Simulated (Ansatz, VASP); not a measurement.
**Sb: VASP beside Ansatz**

```
CELL_PARAMETERS angstrom
3.20158 0.00000 0.00000
0.00000 3.20158 0.00000
0.00000 0.00000 3.20158
ATOMIC_POSITIONS crystal
Sb 0.00000 0.00000 0.00000
```

Change from the starting cell: volume scaled by 1.04.

Alike in both runs: task relaxation of cell and atoms; functional RPBE; k mesh 8 × 8 × 8; occupations gaussian, width 0.05 eV; no spin polarisation.

|  | VASP | Ansatz |
| --- | --- | --- |
| version | VASP 6.6.1 | Ansatz 0.2.0 |
| potentials or method | VASP PAW PBE potentials, release 64 (Sb), cutoff 600 eV | all-electron LAPW, scalar-relativistic |

Ansatz gave:

* relaxed volume (Å³/atom): 30.92
* relaxed cell length with the largest relative difference (Å): 3.139

Task: What did VASP give for the same quantities?

Result: Relaxed volume (Å³/atom): 30.86; relaxed cell length with the largest relative difference (Å): 3.137.

VASP's potentials were made for PBE, not for RPBE. Ansatz ran all-electron here, and VASP with PAW potentials.

Spin-orbit coupling is off throughout.
